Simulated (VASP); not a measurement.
Write the native input for VASP 6.6.1 that does the following.

* Task: single point
* Functional: PBE
* Potentials or basis: VASP PAW PBE potentials, release 64 (Hf_pv)
* Cutoff: 500 eV
* k mesh: 6 × 6 × 4
* Occupations: gaussian, width 0.1 eV
* Spin: no spin polarisation
* Dipole correction: no
* Further INCAR settings: ALGO = Normal; EDIFF = 1e-06; NBANDS = 17

The structure of Hf lies in POSCAR:

```
Hf
1.0
    3.1700000000      0.0000000000      0.0000000000
   -1.5850000000      2.7453005000      0.0000000000
    0.0000000000      0.0000000000      5.0000000000
Hf
2
Direct
    0.3333333000      0.6666667000      0.2500000000
    0.6666667000      0.3333333000      0.7500000000
```

One way to write it, as run:

INCAR

```
PREC = Accurate ; ENCUT = 500
EDIFF = 1E-6 ; ISMEAR = 0
SIGMA = 0.1 ; LREAL = False
LASPH = True ; NELM = 120
ALGO = Normal ; ISIF = 2
LWAVE = False ; LCHARG = False
GGA = PE ; NBANDS = 17
GGA_COMPAT = False
```

KPOINTS

```
regular mesh
0
Gamma
  6 6 4
```

Potentials or basis: VASP PAW PBE potentials, release 64 (Hf_pv).

Launch:

```bash
$ cat potpaw_PBE.64/Hf_pv/POTCAR > POTCAR
$ mpirun -np 1 vasp_std > vasp.out
```

It gave:

```
Pressure               : 3.6 GPa
Band gap on the k mesh : zero (band 10 reaches 6.29 eV, above the bottom of band 11 at 4.94 eV)
```

Caveat: the k points lie up to 0.38 Å⁻¹ apart; spin-orbit coupling is left out, which moves the levels of the heavy elements.

Run time: 18 s on 1 thread of AMD EPYC 7R43 64-Core Processor (Zen 3), with other jobs on the host, peak memory 0.12 GiB.
